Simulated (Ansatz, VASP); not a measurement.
## BN: VASP beside Ansatz

INCAR

```
SYSTEM = BN
PREC     = Accurate       ! precision mode
ENCUT    = 600            ! plane-wave cutoff, eV
EDIFF    = 1E-6           ! SCF threshold, eV
ISMEAR   = 0              ! smearing method
SIGMA    = 0.05           ! smearing width, eV
LREAL    = .FALSE.        ! projectors in reciprocal space
LASPH    = .TRUE.         ! aspherical terms in the spheres
NELM     = 120            ! most SCF steps
ALGO     = Normal         ! electronic algorithm
ISIF     = 2              ! what is computed and relaxed
LWAVE    = .FALSE.        ! write WAVECAR
LCHARG   = .FALSE.        ! write CHGCAR
GGA      = PE             ! functional
IVDW     = 12             ! dispersion correction
NBANDS   = 11             ! bands
GGA_COMPAT= .FALSE.
```

File KPOINTS:

```
regular mesh
0
G
  12 12 12
  0 0 0
```

The input POSCAR:

```
BN
1.0
    1.2027024292      0.6943805712      3.2955578494
   -1.2027024292      0.6943805712      3.2955578494
    0.0000000000     -1.3887611425      3.2955578494
B N
1 1
Direct
    0.9897421043      0.9897421043      0.9897421043
    0.3404192405      0.3404192405      0.3404192405
```

Input for Ansatz:

```yaml
crystal:
  lattice:
    - [1.2027024292, 0.6943805712, 3.2955578494]
    - [-1.2027024292, 0.6943805712, 3.2955578494]
    - [0.0, -1.3887611425, 3.2955578494]
  atoms:
    - { symbol: B, position: [0.9897421043, 0.9897421043, 0.9897421043] }
    - { symbol: "N", position: [0.3404192405, 0.3404192405, 0.3404192405] }
basis:
  ecutwfc: 520.0
kpoints:
  mp_grid: { grid: [12, 12, 12] }
hamiltonian:
  xc: pbe
  pseudopotentials: { kind: paw, azcp: { folder: soft_1 } }
  dispersion: d3bj
scf:
  occupations: { method: gaussian, width: 0.05 }
output:
  forces: true
  stress: true
  eigenvalues: true
```

Change from the starting cell: mode 4 frozen in at -0.098 Å, equal normal strain along x and y -0.0400.

Alike in both runs: task single point; functional PBE; dispersion D3(BJ); k mesh 12 × 12 × 12; occupations gaussian, width 0.05 eV; no spin polarisation.

|  | VASP | Ansatz |
| --- | --- | --- |
| version | VASP 6.6.1 | Ansatz 0.2.0 |
| potentials or method | VASP PAW PBE potentials, release 64 (B, N), cutoff 600 eV | scalar-relativistic, plane waves, PAW |
| valence electrons in the cell | 8 | 8 |

VASP gave:

| Quantity | Value |
| --- | --- |
| gap on the k mesh at the Fermi level (eV) | 4.02 |
| least direct gap on the mesh (eV) | 4.86 |
| pressure (GPa) | 32.5 |
| traceless stress, the component that is largest in VASP (GPa) | -36.69 |
| rms of the force components (eV/Å) | 1.178 |

**Question.** What did Ansatz give for the same quantities?

**Answer.** gap on the k mesh at the Fermi level (eV): 4.03; least direct gap on the mesh (eV): 4.86; pressure (GPa): 32.3; traceless stress, the component that is largest in VASP (GPa): -36.28; rms of the force components (eV/Å): 1.176.

Atom by atom the forces differ by 0.003 eV/Å (rms over components). Both programs put the cell under a high pressure, so it lies far from rest at this level.
